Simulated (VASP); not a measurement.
Write the native input for VASP 6.6.1 that does the following.

```
Task                   : single point
Functional             : r2SCAN
Potentials or basis    : VASP PAW PBE potentials, release 64 (Ta_pv, N)
Cutoff                 : 520 eV
k mesh                 : 18 × 18 × 18
Occupations            : gaussian, width 0.15 eV
Spin                   : no spin polarisation
Dipole correction      : no
Further INCAR settings : ALGO = Normal; EDIFF = 1e-06; NBANDS = 15
```

TaN:

```
Ta N
1.0
     0.00000    2.17900    2.17900
     2.17900    0.00000    2.17900
     2.17900    2.17900    0.00000
Ta N
1 1
Direct
  0.50000 0.50000 0.50000
  0.99713 0.99713 0.00287
```

This cell differs from its parent crystal: all N atoms moved +0.013 Å, as atom 2 towards its neighbour atom 1 (Ta) at 2.179 Å.

One way to write it, as run:

POSCAR

```
TaN
1.0
    0.0000000000      2.1790000000      2.1790000000
    2.1790000000      0.0000000000      2.1790000000
    2.1790000000      2.1790000000      0.0000000000
Ta N
1 1
Direct
    0.5000000000      0.5000000000      0.5000000000
   -0.0028682882     -0.0028682882      0.0028682882
```

INCAR.step1

```
PREC = Accurate
ENCUT = 520
ISMEAR = 0
SIGMA = 0.15
LREAL = F
LASPH = T
NELM = 60
NBANDS = 15
GGA = PE
ALGO = Normal
EDIFF = 1E-4
LWAVE = T
LCHARG = F
```

INCAR.step2

```
PREC = Accurate
ENCUT = 520
EDIFF = 1E-6
ISMEAR = 0
SIGMA = 0.15
LREAL = F
LASPH = T
NELM = 60
ALGO = Normal
ISIF = 2
LWAVE = F
LCHARG = T
METAGGA = R2SCAN
LMIXTAU = T
LELF = T
LVHAR = T
NBANDS = 15
ISTART = 1
```

KPOINTS

```
Automatic mesh
0
Gamma
  18 18 18
```

Potentials or basis: VASP PAW PBE potentials, release 64 (Ta_pv, N).

Launch:

```bash
$ cat potpaw_PBE.64/Ta_pv/POTCAR potpaw_PBE.64/N/POTCAR > POTCAR
$ cp INCAR.step1 INCAR
$ mpirun -np 1 vasp_std > vasp.out
$ cp INCAR.step2 INCAR
$ mpirun -np 1 vasp_std > vasp.out
```

It gave:

| Property | Result |
| --- | --- |
| Pressure | 12.0 GPa |
| Largest force | 0.105 eV/Å |
| Band gap on the k mesh | zero (bands 8 and 9 overlap by 4.25 eV) |

Caveat: the cell differs from its parent crystal (all N atoms moved +0.013 Å, as atom 2 towards its neighbour atom 1 (Ta) at 2.179 Å); the cell stands under pressure; the PAW data sets were made with another functional, which shifts forces and pressure a little; spin-orbit coupling is left out, which moves the levels of the heavy elements.

Wall time 7.7 min on 1 thread of Intel Xeon 8259CL (shared host), peak memory 0.27 GiB.
